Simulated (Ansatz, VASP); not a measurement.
**One calculation of CaO, two programs**

```
CELL_PARAMETERS angstrom
0.00000 2.44900 2.44900
2.44900 0.00000 2.44900
2.44900 2.44900 0.00000
ATOMIC_POSITIONS crystal
Ca 0.10208 0.89792 0.89792
O 0.50000 0.50000 0.50000
```

Change from the starting cell: all Ca atoms moved -0.500 Å, as atom 1 along Cartesian [1 0 0].

Alike in both runs: task single point; functional PBE; k mesh 8 × 8 × 8; occupations gaussian, width 0.05 eV; no spin polarisation.

|  | VASP | Ansatz |
| --- | --- | --- |
| version | VASP 6.6.1 | Ansatz 0.2.0 |
| potentials or method | VASP PAW PBE potentials, release 64 (Ca_sv, O), cutoff 520 eV | scalar-relativistic, plane waves, PAW |
| valence electrons in the cell | 16 | 16 |

Ansatz gave:

| Property | Result |
| --- | --- |
| gap on the k mesh at the Fermi level (eV) | 4.11 |
| least direct gap on the mesh (eV) | 4.29 |
| pressure (GPa) | 7.7 |
| traceless stress, the component that is largest in VASP (GPa) | 23.00 |
| rms of the force components (eV/Å) | 1.938 |

Problem. Estimate VASP's values.

Solution. gap on the k mesh at the Fermi level (eV): 4.09; least direct gap on the mesh (eV): 4.27; pressure (GPa): 8.4; traceless stress, the component that is largest in VASP (GPa): 23.87; rms of the force components (eV/Å): 2.014.

Atom by atom the forces differ by 0.076 eV/Å (rms over components). The functional is the same, so the differences come from potentials, cutoffs and numerics.
